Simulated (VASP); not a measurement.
A run of VASP 6.6.1 is set up as follows.

INCAR

```
SYSTEM = CaO
ADDGRID = .False.
ALGO = Normal
EDIFF = 1E-8
EFERMI = MIDGAP
ENCUT = 840
GGA = PS
GGA_COMPAT = .False.
ISIF = 2
ISMEAR = 0
KPAR = 8
LASPH = .True.
LCHARG = .False.
LREAL = .False.
LWAVE = .False.
NBANDS = 64
NELM = 120
PREC = Accurate
SIGMA = 0.03
```

File KPOINTS:

```
Automatic mesh
0
Gamma
  10 10 2
  0 0 0
```

POSCAR

```
CaO
1.0
    2.3550650000     -2.3592240000      0.0000000000
    2.3550650000      2.3592240000      0.0000000000
    0.0000000000      0.0000000000     17.0002228200
Ca O
4 4
Direct
    0.5672080000      0.4327920000      0.3215120000
    0.4327920000      0.5672080000      0.6784880000
    0.9327920000      0.0672080000      0.8215120000
    0.0672080000      0.9327920000      0.1784880000
    0.5670080000      0.4329920000      0.1803640000
    0.4329920000      0.5670080000      0.8196360000
    0.9329920000      0.0670080000      0.6803640000
    0.0670080000      0.9329920000      0.3220242000
```

Potentials or basis: VASP PAW PBE potentials, release 64 (Ca_sv, O).

The run is started by

```bash
$ cat potpaw_PBE.64/Ca_sv/POTCAR potpaw_PBE.64/O/POTCAR > POTCAR
$ mpirun -np 8 vasp_std > vasp.out
```

Q: What does it give for the band gap on the k mesh?

A: 2.16 eV.

Q: Estimate the pressure.

A: -2.8 GPa.

Stress tensor (GPa, compression positive):
```
-3.00  0.00  0.00
 0.00 -3.18  0.00
 0.00  0.00 -2.24
```

Caveat: the cell differs from its parent crystal (last atom moved by 0.04 Å along z, cell strained by +1.5% along z); the PAW data sets were made with another functional, which shifts forces and pressure a little. A k mesh can miss the band edges.
